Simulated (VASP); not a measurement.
# SnO (Pm-3m) in VASP: further runs, part 2 of 2

VASP 6.6.1. The steps go on from the part before.

## (4) Relaxation of cell and atoms, PBE

This run uses another cell than the first one, of 18.33 Å³/atom, 1.190 times its volume.

The input, INCAR:

```
SYSTEM = SnO
PREC = Accurate ; ENCUT = 600
EDIFF = 1E-6 ; ISMEAR = 0
SIGMA = 0.1 ; LREAL = .FALSE.
LASPH = .TRUE. ; NELM = 80
ALGO = Normal ; ISIF = 3
LWAVE = .FALSE. ; LCHARG = .FALSE.
GGA = PE ; IBRION = 2
NSW = 90 ; EDIFFG = -0.04
```

The input, KPOINTS:

```
regular mesh
0
G
  6 6 6
  0 0 0
```

The input, POSCAR:

```
SnO
1.0
    3.3219574200      0.0000000000      0.0000000000
    0.0000000000      3.3219574200      0.0000000000
    0.0000000000      0.0000000000      3.3219574200
Sn O
1 1
Direct
    0.5000000000      0.5000000000      0.5000000000
    0.0000000000      0.0000000000      0.0000000000
```

Potentials or basis: VASP PAW PBE potentials, release 64 (Sn_d, O).

Started as:

```
cat potpaw_PBE.64/Sn_d/POTCAR potpaw_PBE.64/O/POTCAR > POTCAR
mpirun -np 1 vasp_std > vasp.out
```

OUTCAR:

```text
SYSTEM = SnO
   PREC = Accurate
   ENCUT = 600
   EDIFF = 1E-6
   ISMEAR = 0
   LREAL = .FALSE.
   LASPH = .TRUE.
   NELM = 80
   ISIF = 3
   GGA = PE
   IBRION = 2
   NSW = 90
   EDIFFG = -0.04

 ion  position               nearest neighbor table
   1  0.500  0.500  0.500-
   2  0.000  0.000  0.000-

  LATTYP: Found a simple cubic cell.
 ALAT       =     3.3219574200

  Lattice vectors:

 A1 = (   3.3219574200,   0.0000000000,   0.0000000000)
 A2 = (   0.0000000000,   3.3219574200,   0.0000000000)
 A3 = (   0.0000000000,   0.0000000000,   3.3219574200)

Analysis of symmetry for initial positions (statically):
=====================================================================
 Subroutine PRICEL returns:
 Original cell was already a primitive cell.

 Routine SETGRP: Setting up the symmetry group for a
 simple cubic supercell.

 Subroutine GETGRP returns: Found 48 space group operations
[... 9 lines left out ...]

 Routine SETGRP: Setting up the symmetry group for a
 simple cubic supercell.

 Subroutine GETGRP returns: Found 48 space group operations
[... 11 lines left out ...]
                                     Primitive cell

  volume of cell :      36.6591

  direct lattice vectors                    reciprocal lattice vectors
     3.321957420  0.000000000  0.000000000     0.301027338  0.000000000  0.000000000
     0.000000000  3.321957420  0.000000000     0.000000000  0.301027338  0.000000000
     0.000000000  0.000000000  3.321957420     0.000000000  0.000000000  0.301027338

  length of vectors
     3.321957420  3.321957420  3.321957420     0.301027338  0.301027338  0.301027338

  position of ions in fractional coordinates (direct lattice)
     0.500000000  0.500000000  0.500000000
     0.000000000  0.000000000  0.000000000

  ion indices of the primitive-cell ions
   primitive index   ion index
                 1           1
                 2           2

----------------------------------------------------------------------------------------

 KPOINTS: regular mesh

Automatic generation of k-mesh.
 Grid dimensions read from file:
 generate k-points for:    6    6    6

 Generating k-lattice:

  Cartesian coordinates                     Fractional coordinates (reciprocal lattice)
     0.050171223  0.000000000  0.000000000     0.166666667  0.000000000  0.000000000
     0.000000000  0.050171223  0.000000000     0.000000000  0.166666667  0.000000000
     0.000000000  0.000000000  0.050171223     0.000000000  0.000000000  0.166666667

  Length of vectors
     0.050171223  0.050171223  0.050171223

  Shift w.r.t. Gamma in fractional coordinates (k-lattice)
     0.000000000  0.000000000  0.000000000

 Subroutine IBZKPT returns following result:
 ===========================================

 Found     20 irreducible k-points:

 Following reciprocal coordinates:
            Coordinates               Weight
  0.000000  0.000000  0.000000      1.000000
  0.166667  0.000000  0.000000      6.000000
  0.333333  0.000000  0.000000      6.000000
  0.500000  0.000000  0.000000      3.000000
  0.166667  0.166667  0.000000     12.000000
  0.333333  0.166667  0.000000     24.000000
[... 12 lines left out ...]
  0.500000  0.500000  0.333333      6.000000
  0.500000  0.500000  0.500000      1.000000
   k-points           NKPTS =     20   k-points in BZ     NKDIM =     20   number of bands    NBANDS=     14
   number of dos      NEDOS =    301   number of ions     NIONS =      2
   total plane-waves  NPLWV =  21952
   dimension x,y,z NGX =    28 NGY =   28 NGZ =   28
   dimension x,y,z NGXF=    56 NGYF=   56 NGZF=   56
   ions per type =               1   1
   NGX,Y,Z   is equivalent  to a cutoff of  14.01, 14.01, 14.01 a.u.
   NGXF,Y,Z  is equivalent  to a cutoff of  28.02, 28.02, 28.02 a.u.
 SYSTEM =  SnO
   PREC   = accura    normal or accurate (medium, high low for compatibility)
   ISTART =      0    job   : 0-new  1-cont  2-samecut
   ICHARG =      2    charge: 1-file 2-atom 10-const
   ISPIN  =      1    spin polarized calculation?
   LNONCOLLINEAR =      F non collinear calculations
   LSORBIT =      F    spin-orbit coupling
   LASPH  =      T    aspherical Exc in radial PAW
   ENCUT  =  600.0 eV  44.10 Ry    6.64 a.u.   6.63  6.63  6.63*2*pi/ulx,y,z
   NELM   =     80;   NELMIN=  2; NELMDL= -5     # of ELM steps
   EDIFF  = 0.1E-05   stopping-criterion for ELM
   LREAL  =      F    real-space projection
   EDIFFG = -.4E-01   stopping-criterion for IOM
   NSW    =     90    number of steps for IOM
   IBRION =      2    ionic relax: 0-MD 1-quasi-New 2-CG
   NFREE  =      1    steps in history (QN), initial steepest desc. (CG)
   ISIF   =      3    stress and relaxation
   ISYM   =      2    0-nonsym 1-usesym 2-fastsym
   POTIM  = 0.5000    time-step for ionic-motion
   TEBEG  =    0.0;   TEEND  =   0.0 temperature during run
   PSTRESS=    0.0 pullay stress
   NELECT =      20.0000    total number of electrons
   NUPDOWN=      -1.0000    fix difference up-down
   EMIN   =  10.00;   EMAX   =-10.00  energy-range for DOS
   EFERMI =   0.00;   METHOD = LEGACY
   ISMEAR =     0;   SIGMA  =   0.10  broadening in eV -4-tet -1-fermi 0-gaus
   EFERMI_NEDOS =   21; number of points for ismear=-14 and -15
   IALGO  =     38    algorithm
   IMIX   =      4    mixing-type and parameters
     AMIX     =   0.40;   BMIX     =  1.00
     AMIX_MAG =   1.60;   BMIX_MAG =  1.00
  volume/ion in A,a.u.               =      18.33       123.69
  Fermi-wavevector in a.u.,A,eV,Ry     =   1.337696  2.527879 24.346682  1.789431
  Thomas-Fermi vector in A             =   2.466225
   LORBIT       =      0    0 simple, 1 ext, 2 COOP (PROOUT), +10 PAW based schemes
   GGA     = PE    functional components
   LHFCALC =     F    Hartree Fock is set to
   AEXX    =    0.0000 exact exchange contribution
   IVDW    =     0    specifies the selected vdW correction
   LEPSILON=     F    determine dielectric tensor
   LRPA    =     F    only Hartree local field effects (RPA)
 conjugate gradient relaxation of ions
 non-spin polarized calculation
 Gauss-broadening in eV      SIGMA  =   0.10
  energy-cutoff  :      600.00
  volume of cell :       36.66
 maximum number of plane-waves:      1237
 NGX is ok and might be reduce to    28
   NGX = 13   NGY = 13   NGZ = 13

--------------------------------------- Ionic step        1  -------------------------------------------

 number of electron      20.0000012 magnetization

 Free energy of the ion-electron system (eV)
  ---------------------------------------------------
  ext. energy  EPLUGINS =         0.00000000
  ---------------------------------------------------
  free energy    TOTEN  =        -9.59354272 eV

  energy without entropy =       -9.59354149  energy(sigma->0) =       -9.59354211

------------------------ aborting loop because EDIFF is reached ----------------------------------------

  FORCE on cell =-STRESS in cart. coord.  units (eV):
  Direction    XX          YY          ZZ          XY          YZ          ZX
  --------------------------------------------------------------------------------------
  -------------------------------------------------------------------------------------
  Total       -2.6997296     -2.6997296     -2.6997296     -0.0000000      0.0000000     -0.0000000
  in kB     -117.9909397   -117.9909397   -117.9909397     -0.0000000      0.0000000     -0.0000000
  external PRESSURE =    -117.9909397 kB  Pullay stress =       0.0000000 kB
[... 57 lines left out ...]
  energy  without entropy=       -9.8397123498  energy(sigma->0) =       -9.84019812

--------------------------------------- Ionic step        3  -------------------------------------------

 number of electron      19.9999999 magnetization

 Free energy of the ion-electron system (eV)
  ---------------------------------------------------
  ext. energy  EPLUGINS =         0.00000000
  ---------------------------------------------------
  free energy    TOTEN  =        -9.84790549 eV

  energy without entropy =       -9.84753925  energy(sigma->0) =       -9.84772237

 E-fermi :   7.9002     XC(G=0): -11.2566

 val. band max:        7.7346254184   @ k =   0.5000   0.1667   0.0000
 cond. band min:       8.0253132720   @ k =   0.5000   0.5000   0.5000
 fundamental gap:      0.2906878535
 Fermi energy:         7.9002126040

 k-point     1 :       0.0000    0.0000    0.0000
  band No.  band energies     occupation
      1     -13.7149      2.00000
      2     -13.7149      2.00000
      3     -13.3675      2.00000
      4     -13.3675      2.00000
      5     -13.3675      2.00000
      6      -9.8698      2.00000
      7       0.5380      2.00000
      8       5.5856      2.00000
      9       5.5856      2.00000
     10       5.5856      2.00000
     11      15.9374      0.00000
     12      15.9374      0.00000
     13      15.9374      0.00000
     14      16.0463      0.00000
[... 350 lines left out ...]
  FREE ENERGIE OF THE ION-ELECTRON SYSTEM (eV)
  ---------------------------------------------------
  free  energy   TOTEN  =        -9.8479054875 eV

  energy  without entropy=       -9.8475392450  energy(sigma->0) =       -9.84772237

 reached required accuracy - stopping structural energy minimisation
```

It took 31 s on 1 thread of AMD EPYC 7R13 (Zen 3), shared host; peak memory 0.14 GiB.

Results:

```
Free energy                            : -9.8479 eV
Relaxed volume                         : 15.38 Å³/atom
Relaxed cell                           : a = 3.133 Å, b = 3.133 Å, c = 3.133 Å, α = 90.00°, β = 90.00°, γ = 90.00°
Space group after relaxing (to 0.05 Å) : Pm-3m (No. 221)
Energy gained by relaxing              : 127.2 meV/atom
Ionic steps                            : 3
Pressure after relaxing                : 0.1 GPa
Band gap on the k mesh                 : 0.29 eV, indirect (least direct gap 0.91 eV)
```

The path:
| step | energy change (eV) | largest force (eV/Å) | pressure (GPa) | volume (Å³) |
| --- | --- | --- | --- | --- |
| 1 | 0.0000 | 0.0000 | -11.80 | 36.66 |
| 2 | -0.2471 | 0.0000 | 2.89 | 29.95 |
| 3 | -0.2544 | 0.0000 | 0.07 | 30.76 |

Final structure:
```
CELL_PARAMETERS angstrom
3.13339 0.00000 0.00000
0.00000 3.13339 0.00000
0.00000 0.00000 3.13339
ATOMIC_POSITIONS crystal
Sn 0.50000 0.50000 0.50000
O 0.00000 0.00000 0.00000
```

Levels at points of the mesh, in eV from the valence-band top:
| k point | band 8 | band 9 | band 10 | band 11 | band 12 | band 13 |
| --- | --- | --- | --- | --- | --- | --- |
| (0.00, 0.00, 0.00) | -2.15 | -2.15 | -2.15 | 8.20 | 8.20 | 8.20 |
| (0.50, 0.00, 0.00) | -1.42 | -1.42 | -0.77 | 0.72 | 7.37 | 7.37 |
| (0.50, 0.50, 0.00) | -5.06 | -4.49 | -1.28 | 3.70 | 3.70 | 8.87 |
| (0.50, 0.50, 0.50) | -2.93 | -2.93 | -1.14 | 0.29 | 0.29 | 0.29 |

Caveat: the volume moved by over 15 % at a fixed basis, so the end points are rough; spin-orbit coupling is left out, which moves the levels of the heavy elements. A k mesh can miss the band edges.

## (5) The runs side by side

| task | cell | cutoff (eV) | gap on the mesh (eV) | pressure (GPa) |
| --- | --- | --- | --- | --- |
| single point | a = 3.135 Å, 2 atoms | 520 | 0.29 | -0.1 |
| single point | a = 3.322 Å, 2 atoms | 520 | 0.57 | -11.8 |
| relaxation of cell and atoms | relaxed from a = 3.322 Å, 2 atoms | 600 | 0.29 | 0.1 |

Alike in all rows: level PBE; potentials or basis VASP PAW PBE potentials, release 64 (Sn_d, O); no spin polarisation; k mesh 6 × 6 × 6; smearing gaussian 0.1 eV.

Caveats: spin-orbit coupling is left out, which moves the levels of the heavy elements; the volume moved by over 15 % at a fixed basis, so the end points are rough (some runs).

Total energies depend on the potentials used, so only differences within one code and one set of settings carry meaning.
